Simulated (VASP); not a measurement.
A run of VASP 6.6.1 is set up as follows.

File INCAR:

```
PREC = Accurate
ENCUT = 520
EDIFF = 1E-6
ISMEAR = 1
SIGMA = 0.2
LREAL = F
LASPH = T
NELM = 60
ALGO = Normal
ISIF = 2
LWAVE = F
LCHARG = F
NBANDS = 8
```

Contents of KPOINTS:

```
regular mesh
0
Gamma
  11 11 11
```

Contents of POSCAR:

```
Al
1.0
    0.0000000000      2.0248050000      2.0248050000
    2.0248050000      0.0000000000      2.0248050000
    2.0248050000      2.0248050000      0.0000000000
Al
1
Direct
    0.0000000000      0.0000000000      0.0000000000
```

Potentials or basis: VASP PAW LDA potentials, release 64 (Al).

The run is started by

```console
$ cat potpaw_LDA.64/Al/POTCAR > POTCAR
$ mpirun -np 1 vasp_std > vasp.out
```

Estimate the pressure.

-3.6 GPa.
